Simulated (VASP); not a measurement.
# Hf (I4/mmm) in VASP: a series of runs

The runs below take Hf through single point, with r2SCAN.

All numbers are computed with VASP 6.6.1; they aren't measurements. Logs are shortened: lines on timing, memory, paths and dates and some standing lists are left out, and cuts for length are marked.

### Step 1. The cell of the first run

Symmetry: I4/mmm, No. 139, tetragonal system. The conventional cell has a = 3.140 Å, b = 3.140 Å, c = 3.996 Å, α = 90.00°, β = 90.00°, γ = 90.00°. Hf (site symmetry 4/mmm) has 14 Hf at 2.99 to 4.00 Å within 4.0 Å.

### Step 2. Single point, r2SCAN (strain -0.1000 x Voigt [1, 0, 0, 0, 0, 0])

POSCAR reads:

```
Hf
1.0
    0.0000000000      2.2200000000      2.2200000000
    1.9980000000      0.0000000000      2.2200000000
    1.9980000000      2.2200000000      0.0000000000
Hf
1
Direct
    0.0000000000      0.0000000000      0.0000000000
```

INCAR.step1 reads:

```
SYSTEM = Hf
ALGO     = Normal         ! electronic algorithm
EDIFF    = 1E-4           ! SCF threshold, eV
ENCUT    = 520            ! plane-wave cutoff, eV
GGA      = PE             ! functional
ISMEAR   = 0              ! smearing method
LASPH    = .True.         ! aspherical terms in the spheres
LCHARG   = .False.        ! write CHGCAR
LREAL    = .False.        ! projectors in reciprocal space
LWAVE    = .True.         ! write WAVECAR
NBANDS   = 11             ! bands
NELM     = 100            ! most SCF steps
PREC     = Accurate       ! precision mode
SIGMA    = 0.15           ! smearing width, eV
```

INCAR.step2 reads:

```
SYSTEM = Hf
ALGO     = Normal         ! electronic algorithm
EDIFF    = 1E-7           ! SCF threshold, eV
ENCUT    = 520            ! plane-wave cutoff, eV
ISIF     = 2              ! what is computed and relaxed
ISMEAR   = 0              ! smearing method
ISTART   = 1            
LASPH    = .True.         ! aspherical terms in the spheres
LCHARG   = .False.        ! write CHGCAR
LMIXTAU  = .True.       
LREAL    = .False.        ! projectors in reciprocal space
LWAVE    = .False.        ! write WAVECAR
METAGGA  = R2SCAN         ! meta-GGA
NBANDS   = 11             ! bands
NELM     = 100            ! most SCF steps
PREC     = Accurate       ! precision mode
SIGMA    = 0.15           ! smearing width, eV
```

KPOINTS reads:

```
k-points
0
Gamma
  18 18 18
  0 0 0
```

Potentials or basis: VASP PAW PBE potentials, release 64 (Hf_pv).

Started as:

```sh
cat potpaw_PBE.64/Hf_pv/POTCAR > POTCAR
cp INCAR.step1 INCAR
mpirun -np 1 vasp_std > vasp.out
cp INCAR.step2 INCAR
mpirun -np 1 vasp_std > vasp.out
```

OUTCAR:

```text
SYSTEM = Hf
   EDIFF = 1E-7
   ENCUT = 520
   ISIF = 2
   ISMEAR = 0
   ISTART = 1
   LASPH = .True.
   LREAL = .False.
   METAGGA = R2SCAN
   NELM = 100
   PREC = Accurate

 ion  position               nearest neighbor table
   1  0.000  0.000  0.000-

  LATTYP: Found a body centered tetragonal cell.
 ALAT       =     3.1395541085
 C/A-ratio  =     1.2727922061

  Lattice vectors:

 A1 = (  -1.9980000000,   0.0000000000,  -2.2200000000)
 A2 = (  -1.9980000000,   0.0000000000,   2.2200000000)
 A3 = (   1.9980000000,   2.2200000000,   0.0000000000)

Analysis of symmetry for initial positions (statically):
=====================================================================
 Subroutine PRICEL returns:
 Original cell was already a primitive cell.

 Routine SETGRP: Setting up the symmetry group for a
 body centered tetragonal supercell.

 Subroutine GETGRP returns: Found 16 space group operations
 (whereof 16 operations were pure point group operations)
 out of a pool of 16 trial point group operations.

The static configuration has the point symmetry D_4h.

Analysis of symmetry for dynamics (positions and initial velocities):
=====================================================================
 Subroutine PRICEL returns:
 Original cell was already a primitive cell.

 Routine SETGRP: Setting up the symmetry group for a
 body centered tetragonal supercell.

 Subroutine GETGRP returns: Found 16 space group operations
 (whereof 16 operations were pure point group operations)
 out of a pool of 16 trial point group operations.

The dynamic configuration has the point symmetry D_4h.

 Subroutine INISYM returns: Found 16 space group operations
 (whereof 16 operations are pure point group operations),
 and found     1 'primitive' translations

----------------------------------------------------------------------------------------

                                     Primitive cell

  volume of cell :      19.6939

  direct lattice vectors                    reciprocal lattice vectors
     0.000000000  2.220000000  2.220000000    -0.250250250  0.225225225  0.225225225
     1.998000000  0.000000000  2.220000000     0.250250250 -0.225225225  0.225225225
     1.998000000  2.220000000  0.000000000     0.250250250  0.225225225 -0.225225225

  length of vectors
     3.139554108  2.986704538  2.986704538     0.405065417  0.405065417  0.405065417

[... 83 lines left out ...]
   NFREE  =      0    steps in history (QN), initial steepest desc. (CG)
   ISIF   =      2    stress and relaxation
   ISYM   =      2    0-nonsym 1-usesym 2-fastsym
   POTIM  = 0.5000    time-step for ionic-motion
   TEBEG  =    0.0;   TEEND  =   0.0 temperature during run
   PSTRESS=    0.0 pullay stress
   NELECT =      10.0000    total number of electrons
   NUPDOWN=      -1.0000    fix difference up-down
   EMIN   =  10.00;   EMAX   =-10.00  energy-range for DOS
   EFERMI =   0.00;   METHOD = LEGACY
   ISMEAR =     0;   SIGMA  =   0.15  broadening in eV -4-tet -1-fermi 0-gaus
   EFERMI_NEDOS =   21; number of points for ismear=-14 and -15
   IALGO  =     38    algorithm
   IMIX   =      4    mixing-type and parameters
     AMIX     =   0.40;   BMIX     =  1.00
     AMIX_MAG =   1.60;   BMIX_MAG =  1.00
  volume/ion in A,a.u.               =      19.69       132.90
  Fermi-wavevector in a.u.,A,eV,Ry     =   1.306064  2.468102 23.208850  1.705802
  Thomas-Fermi vector in A             =   2.436891
   LORBIT       =      0    0 simple, 1 ext, 2 COOP (PROOUT), +10 PAW based schemes
   METAGGA = R2SCAN    functional components
   LHFCALC =     F    Hartree Fock is set to
   AEXX    =    0.0000 exact exchange contribution
   IVDW    =     0    specifies the selected vdW correction
   LEPSILON=     F    determine dielectric tensor
   LRPA    =     F    only Hartree local field effects (RPA)
 non-spin polarized calculation
 Gauss-broadening in eV      SIGMA  =   0.15
  energy-cutoff  :      520.00
  volume of cell :       19.69
 maximum number of plane-waves:       547
   NGX = 11   NGY = 11   NGZ = 11

 number of electron       9.9999999 magnetization

 Free energy of the ion-electron system (eV)
  ---------------------------------------------------
  ext. energy  EPLUGINS =         0.00000000
  ---------------------------------------------------
  free energy    TOTEN  =       -44.92867187 eV

  energy without entropy =      -44.91299181  energy(sigma->0) =      -44.92083184

 E-fermi :   5.5142     XC(G=0): -12.8300

 val. band max:        5.5108438380   @ k =  -0.2222   0.0556   0.0556
 cond. band min:       5.5184761181   @ k =   0.3333   0.0556   0.0556
 fundamental gap:      0.0076322801
 Fermi energy:         5.5141891791

 k-point     1 :       0.0000    0.0000    0.0000
  band No.  band energies     occupation
      1     -25.1053      2.00000
      2     -25.1029      2.00000
      3     -25.1028      2.00000
      4      -2.4322      2.00000
      5       6.8643      0.00000
      6       6.8643      0.00000
      7       8.1024      0.00000
      8       9.6000      0.00000
      9      11.3709      0.00000
     10      17.9598      0.00000
     11      17.9829      0.00000
[... 309 lines left out ...]
 k-point    24 :      -0.2222    0.0556    0.0000
  band No.  band energies     occupation
      1     -25.7593      2.00000
      2     -25.2486      2.00000
      3     -25.1384      2.00000
      4      -0.2079      2.00000
      5       5.5983      0.42758
      6       6.9449      0.00000
      7       8.3915      0.00000
      8      10.0893      0.00000
      9      10.9284      0.00000
     10      17.9597      0.00000
     11      18.5799      0.00000

 [... further k-points ...]

------------------------ aborting loop because EDIFF is reached ----------------------------------------

  FORCE on cell =-STRESS in cart. coord.  units (eV):
  Direction    XX          YY          ZZ          XY          YZ          ZX
  --------------------------------------------------------------------------------------
  -------------------------------------------------------------------------------------
  Total        2.3360131      1.7608982      1.7608982     -0.0000000      0.0000000      0.0000000
  in kB      190.0441197    143.2561955    143.2561955     -0.0000000      0.0000000      0.0000000
  external PRESSURE =     158.8521703 kB  Pullay stress =       0.0000000 kB

 VOLUME and BASIS-vectors are now :
 -----------------------------------------------------------------------------
  energy-cutoff  :      520.00
  volume of cell :       19.69
      direct lattice vectors                 reciprocal lattice vectors
     0.000000000  2.220000000  2.220000000    -0.250250250  0.225225225  0.225225225
     1.998000000  0.000000000  2.220000000     0.250250250 -0.225225225  0.225225225
     1.998000000  2.220000000  0.000000000     0.250250250  0.225225225 -0.225225225

 POSITION                                       TOTAL-FORCE (eV/Angst)
 -----------------------------------------------------------------------------------
      0.00000      0.00000      0.00000         0.000000      0.000000     -0.000000
 -----------------------------------------------------------------------------------
    total drift:                               -0.000000      0.000000      0.000000

  FREE ENERGIE OF THE ION-ELECTRON SYSTEM (eV)
  ---------------------------------------------------
  free  energy   TOTEN  =       -44.9286718680 eV

  energy  without entropy=      -44.9129918109  energy(sigma->0) =      -44.92083184
```

OUTCAR.step1:

```text
SYSTEM = Hf
   EDIFF = 1E-4
   ENCUT = 520
   GGA = PE
   ISMEAR = 0
   LASPH = .True.
[... 556 lines left out ...]
 -----------------------------------------------------------------------------------
      0.00000      0.00000      0.00000        -0.000000      0.000000     -0.000000
 -----------------------------------------------------------------------------------
    total drift:                               -0.000000      0.000000     -0.000000

  FREE ENERGIE OF THE ION-ELECTRON SYSTEM (eV)
  ---------------------------------------------------
  free  energy   TOTEN  =        -9.7067480129 eV

  energy  without entropy=       -9.6902114776  energy(sigma->0) =       -9.69847975
```

Run time: 2.6 min. Hardware: 1 thread of Intel Xeon Platinum 8488C (Sapphire Rapids), shared host; peak memory 0.23 GiB.

What came out:

- Free energy: -44.9287 eV
- Pressure: 15.9 GPa
- Band gap on the k mesh: zero (bands 5 and 6 overlap by 2.33 eV)

Caveat: the cell differs from its parent crystal (strain -0.1000 x Voigt [1, 0, 0, 0, 0, 0]); the cell stands under pressure; the PAW data sets were made with another functional, which shifts forces and pressure a little; spin-orbit coupling is left out, which moves the levels of the heavy elements.

### Step 3. Single point, r2SCAN (strain -0.0750 x Voigt [1, 0, 0, 0, 0, 0])

POSCAR reads:

```
Hf
1.0
    0.0000000000      2.2200000000      2.2200000000
    2.0535000000      0.0000000000      2.2200000000
    2.0535000000      2.2200000000      0.0000000000
Hf
1
Direct
    0.0000000000      0.0000000000      0.0000000000
```

INCAR.step1 reads:

```
PREC = Accurate ; ENCUT = 520
ISMEAR = 0 ; SIGMA = 0.15
LREAL = F ; LASPH = T
NELM = 100 ; NBANDS = 11
GGA = PE ; ALGO = Normal
EDIFF = 1E-4 ; LWAVE = T
LCHARG = F
```

INCAR.step2 reads:

```
PREC = Accurate ; ENCUT = 520
EDIFF = 1E-6 ; ISMEAR = 0
SIGMA = 0.15 ; LREAL = F
LASPH = T ; NELM = 100
ALGO = Normal ; ISIF = 2
LWAVE = F ; LCHARG = F
METAGGA = R2SCAN ; LMIXTAU = T
NBANDS = 11 ; ISTART = 1
```

KPOINTS reads:

```
Automatic mesh
0
Gamma
  18 18 18
```

Potentials or basis: VASP PAW PBE potentials, release 64 (Hf_pv).

Started as:

```sh
cat potpaw_PBE.64/Hf_pv/POTCAR > POTCAR
cp INCAR.step1 INCAR
mpirun -np 1 vasp_std > vasp.out
cp INCAR.step2 INCAR
mpirun -np 1 vasp_std > vasp.out
```

Wall time 1.9 min (1 thread of Intel Xeon Platinum 8488C (Sapphire Rapids), shared host); peak memory 0.23 GiB.

It converged, with:

| Item | Value |
| --- | --- |
| Free energy | -44.9859 eV |
| Pressure | 11.9 GPa |
| Band gap on the k mesh | zero (bands 5 and 6 overlap by 2.31 eV) |

Stress tensor (GPa, compression positive):
```
14.46  0.00  0.00
 0.00 10.65  0.00
 0.00  0.00 10.65
```

Levels at points of the mesh, in eV from the Fermi level:
| k point | band 2 | band 3 | band 4 | band 5 | band 6 | band 7 | band 8 | band 9 |
| --- | --- | --- | --- | --- | --- | --- | --- | --- |
| (0.00, 0.00, 0.00) | -30.73 | -30.73 | -7.87 | 1.40 | 1.40 | 2.31 | 4.27 | 5.60 |
| (0.50, 0.00, 0.00) | -30.94 | -30.82 | -4.03 | 0.78 | 0.84 | 2.03 | 7.02 | 7.76 |
| (0.50, 0.50, 0.00) | -31.17 | -31.01 | -3.82 | -2.40 | 2.59 | 7.32 | 7.54 | 8.55 |
| (0.00, 0.50, 0.50) | -31.23 | -31.23 | -3.72 | -2.78 | 4.09 | 7.44 | 8.07 | 8.07 |

Caveat: the cell differs from its parent crystal (strain -0.0750 x Voigt [1, 0, 0, 0, 0, 0]); the cell stands under pressure; the PAW data sets were made with another functional, which shifts forces and pressure a little; spin-orbit coupling is left out, which moves the levels of the heavy elements.

### Step 4. Single point, r2SCAN (strain -0.0500 x Voigt [1, 0, 0, 0, 0, 0])

POSCAR reads:

```
Hf
1.0
    0.0000000000      2.2200000000      2.2200000000
    2.1090000000      0.0000000000      2.2200000000
    2.1090000000      2.2200000000      0.0000000000
Hf
1
Direct
    0.0000000000      0.0000000000      0.0000000000
```

INCAR.step1 reads:

```
SYSTEM = Hf
  PREC = Accurate
  ENCUT = 520
  ISMEAR = 0
  SIGMA = 0.15
  LREAL = .False.
  LASPH = .True.
  NELM = 80
  NBANDS = 11
  GGA = PE
  ALGO = Normal
  EDIFF = 1E-4
  LWAVE = .True.
  LCHARG = .False.
```

INCAR.step2 reads:

```
SYSTEM = Hf
  PREC = Accurate
  ENCUT = 520
  EDIFF = 1E-7
  ISMEAR = 0
  SIGMA = 0.15
  LREAL = .False.
  LASPH = .True.
  NELM = 80
  ALGO = Normal
  ISIF = 2
  LWAVE = .False.
  LCHARG = .False.
  METAGGA = R2SCAN
  LMIXTAU = .True.
  NBANDS = 11
  ISTART = 1
```

KPOINTS reads:

```
Automatic mesh
0
Gamma
  18 18 18
  0 0 0
```

Started as:

```sh
cat potpaw_PBE.64/Hf_pv/POTCAR > POTCAR
cp INCAR.step1 INCAR
mpirun -np 1 vasp_std > vasp.out
cp INCAR.step2 INCAR
mpirun -np 1 vasp_std > vasp.out
```

Run time: 2.4 min. Hardware: 1 thread of Intel Xeon Platinum 8488C (Sapphire Rapids), shared host; peak memory 0.23 GiB.

Results (log left out):

| Property | Result |
| --- | --- |
| Free energy | -45.0280 eV |
| Pressure | 8.4 GPa |
| Band gap on the k mesh | zero (bands 5 and 6 overlap by 2.33 eV) |

Stress tensor (GPa, compression positive):
```
10.17  0.00  0.00
 0.00  7.44  0.00
 0.00  0.00  7.44
```

Levels at points of the mesh, in eV from the Fermi level:
```csv
k point,band 2,band 3,band 4,band 5,band 6,band 7,band 8,band 9
"(0.00, 0.00, 0.00)",-30.83,-30.83,-7.80,1.46,1.46,2.06,4.43,5.31
"(0.50, 0.00, 0.00)",-31.01,-30.93,-3.95,0.65,1.04,1.79,6.97,7.43
"(0.50, 0.50, 0.00)",-31.23,-31.13,-3.69,-2.37,2.57,7.23,7.51,8.18
"(0.00, 0.50, 0.50)",-31.27,-31.27,-3.61,-2.59,3.53,7.25,7.86,7.86
```

Caveat: the cell differs from its parent crystal (strain -0.0500 x Voigt [1, 0, 0, 0, 0, 0]); the cell stands under pressure; the PAW data sets were made with another functional, which shifts forces and pressure a little; spin-orbit coupling is left out, which moves the levels of the heavy elements.

### Step 5. The runs side by side

```csv
cell,gap on the mesh (eV),pressure (GPa)
"a = 3.140, b = 2.987, c = 2.987 Å, angles 63.4, 58.3, 58.3°, 1 atom",none,15.9
"a = 3.140, b = 3.024, c = 3.024 Å, angles 62.5, 58.7, 58.7°, 1 atom",none,11.9
"a = 3.140, b = 3.062, c = 3.062 Å, angles 61.7, 59.2, 59.2°, 1 atom",none,8.4
```

Alike in all rows: task single point; level r2SCAN; potentials or basis VASP PAW PBE potentials, release 64 (Hf_pv); no spin polarisation; k mesh 18 × 18 × 18; cutoff (eV) 520; smearing gaussian 0.15 eV.

Caveats: the cell stands under pressure; the PAW data sets were made with another functional, which shifts forces and pressure a little; spin-orbit coupling is left out, which moves the levels of the heavy elements.

Absolute energies hang on the potentials; compare differences alone.
